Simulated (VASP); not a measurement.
Wanted: the native input for a VASP 6.6.1 run.

| Item | Value |
| --- | --- |
| Task | single point |
| Functional | r2SCAN |
| Potentials or basis | VASP PAW PBE potentials, release 64 (Cl, Na_pv) |
| Cutoff | 520 eV |
| k mesh | 8 × 8 × 8 |
| Occupations | fermi-dirac, width 0.05 eV |
| Spin | no spin polarisation |
| Dipole correction | no |
| Further INCAR settings | ALGO = Normal; EDIFF = 1e-06; NBANDS = 14 |

NaCl:

```
Cl Na
1.0
     3.57088    0.00000    0.00000
     0.00000    3.57088    0.00000
     0.00000    0.00000    3.57088
Cl Na
1 1
Direct
  0.50000 0.50000 0.50000
  0.00000 0.00000 0.00000
```

The input as run:

POSCAR

```
NaCl
1.0
    3.5708778306      0.0000000000      0.0000000000
    0.0000000000      3.5708778306      0.0000000000
    0.0000000000      0.0000000000      3.5708778306
Cl Na
1 1
Direct
    0.5000000000      0.5000000000      0.5000000000
    0.0000000000      0.0000000000      0.0000000000
```

INCAR.step1

```
SYSTEM = NaCl
PREC = Accurate
ENCUT = 520
ISMEAR = -1
SIGMA = 0.05
LREAL = .FALSE.
LASPH = .TRUE.
NELM = 60
NBANDS = 14
GGA = PE
ALGO = Normal
EDIFF = 1E-4
LWAVE = .TRUE.
LCHARG = .FALSE.
```

INCAR.step2

```
SYSTEM = NaCl
PREC = Accurate
ENCUT = 520
EDIFF = 1E-6
ISMEAR = -1
SIGMA = 0.05
LREAL = .FALSE.
LASPH = .TRUE.
NELM = 60
ALGO = Normal
ISIF = 2
LWAVE = .FALSE.
LCHARG = .TRUE.
METAGGA = R2SCAN
LMIXTAU = .TRUE.
LELF = .TRUE.
LVHAR = .TRUE.
NBANDS = 14
ISTART = 1
```

KPOINTS

```
Automatic mesh
0
G
  8 8 8
  0 0 0
```

Potentials or basis: VASP PAW PBE potentials, release 64 (Cl, Na_pv).

The run is started by

```console
$ cat potpaw_PBE.64/Cl/POTCAR potpaw_PBE.64/Na_pv/POTCAR > POTCAR
$ cp INCAR.step1 INCAR
$ mpirun -np 1 vasp_std > vasp.out
$ cp INCAR.step2 INCAR
$ mpirun -np 1 vasp_std > vasp.out
```

It gave:

The pressure is -2.4 GPa and the band gap on the k mesh is 4.61 eV, indirect (least direct gap 5.07 eV).

Caveat: the PAW data sets were made with another functional, which shifts forces and pressure a little.

Wall time 100 s on 1 thread of Intel Xeon 8259CL (shared host), peak memory 0.17 GiB.
